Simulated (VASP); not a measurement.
Here is a VASP 6.6.1 calculation.

The input POSCAR:

```
NiO
1.0
    0.0000000000      2.0850000000      2.0850000000
    2.0850000000      0.0000000000      2.0850000000
    2.0850000000      2.0850000000      0.0000000000
Ni O
1 1
Direct
    0.0000000000      0.0000000000      0.0000000000
    0.5000000000      0.5000000000      0.5000000000
```

The input INCAR.step1:

```
ALGO     = Normal         # electronic algorithm
EDIFF    = 1E-5           # SCF threshold, eV
ENCUT    = 660            # plane-wave cutoff, eV
GGA      = PE             # functional
GGA_COMPAT= False        
ISMEAR   = -1             # smearing method
LASPH    = True           # aspherical terms in the spheres
LCHARG   = False          # write CHGCAR
LREAL    = False          # projectors in reciprocal space
LWAVE    = True           # write WAVECAR
NBANDS   = 15             # bands
NELM     = 120            # most SCF steps
PREC     = Accurate       # precision mode
SIGMA    = 0.1            # smearing width, eV
```

INCAR.step2

```
ALGO     = Normal         # electronic algorithm
EDIFF    = 1E-6           # SCF threshold, eV
ENCUT    = 660            # plane-wave cutoff, eV
GGA_COMPAT= False        
ISIF     = 2              # what is computed and relaxed
ISMEAR   = -1             # smearing method
ISTART   = 1            
LASPH    = True           # aspherical terms in the spheres
LCHARG   = False          # write CHGCAR
LMIXTAU  = True         
LREAL    = False          # projectors in reciprocal space
LWAVE    = False          # write WAVECAR
METAGGA  = R2SCAN         # meta-GGA
NBANDS   = 15             # bands
NELM     = 120            # most SCF steps
PREC     = Accurate       # precision mode
SIGMA    = 0.1            # smearing width, eV
```

Contents of KPOINTS:

```
k-points
0
Gamma
  2 2 2
```

Potentials or basis: VASP PAW PBE potentials, release 64 (Ni, O).

The run is started by

```sh
$ cat potpaw_PBE.64/Ni/POTCAR potpaw_PBE.64/O/POTCAR > POTCAR
$ cp INCAR.step1 INCAR
$ mpirun -np 1 vasp_std > vasp.out
$ cp INCAR.step2 INCAR
$ mpirun -np 1 vasp_std > vasp.out
```

Estimate the pressure.

-16.2 GPa.

Estimate the band gap on the k mesh.

zero (band 8 reaches 9.46 eV, above the bottom of band 9 at 6.70 eV).

Caveat: the k points lie up to 1.30 Å⁻¹ apart; the PAW data sets were made with another functional, which shifts forces and pressure a little; the run has no spin polarisation, though such a crystal can be magnetic; semilocal functionals often make such compounds metallic where correlation or magnetic order opens a gap, which also shifts bond lengths. With open d or f shells a metallic result of r2SCAN can be an artefact of self-interaction; +U or a hybrid may open a gap.
